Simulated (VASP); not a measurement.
Write the native input for VASP 6.6.1 that does the following.

- Task: single point
- Functional: PBE
- Potentials or basis: VASP PAW PBE potentials, release 64 (Be, Sb, Cl)
- Cutoff: 520 eV
- k mesh: 4 × 4 × 4
- Occupations: gaussian, width 0.1 eV
- Spin: no spin polarisation
- Dipole correction: no
- Further INCAR settings: ALGO = Normal; EDIFF = 1e-07; NBANDS = 16

The structure of Be2SbCl lies in POSCAR:

```
Be2SbCl
1.0
    2.3316350788     -2.6029714812      0.0000000000
    2.3316350788      2.6029714812      0.0000000000
    0.0000000000      0.0000000000      6.6496979507
Be Sb Cl
2 1 1
Direct
    0.5000000000      0.5000000000      0.6523910421
    0.5000000000      0.5000000000      0.3476089579
    0.5000000000      0.5000000000      0.0000000000
    0.0000000000      0.0000000000      0.5000000000
```

The cell was built from a structure type or drawn by symmetry, and may not be a known phase.

These files were run (other wordings do the same):

INCAR

```
PREC = Accurate
ENCUT = 520
EDIFF = 1E-7
ISMEAR = 0
SIGMA = 0.1
LREAL = False
LASPH = True
NELM = 60
ALGO = Normal
ISIF = 2
LWAVE = False
LCHARG = False
GGA = PE
NBANDS = 16
```

KPOINTS

```
regular mesh
0
Gamma
  4 4 4
```

Potentials or basis: VASP PAW PBE potentials, release 64 (Be, Sb, Cl).

Command:

```sh
$ cat potpaw_PBE.64/Be/POTCAR potpaw_PBE.64/Sb/POTCAR potpaw_PBE.64/Cl/POTCAR > POTCAR
$ mpirun -np 1 vasp_std > vasp.out
```

It gave:

| Property | Result |
| --- | --- |
| Pressure | 0.1 GPa |
| Largest force | 0.033 eV/Å |
| Band gap on the k mesh | zero (bands 8 and 9 overlap by 3.88 eV) |

Caveat: the k points lie up to 0.45 Å⁻¹ apart, too coarse for converged energies and pressures of a metal; spin-orbit coupling is left out, which moves the levels of the heavy elements.

Wall time 14 s on 1 thread of Intel(R) Xeon(R) 6975P-C (Granite Rapids), on a shared host, peak memory 0.19 GiB.
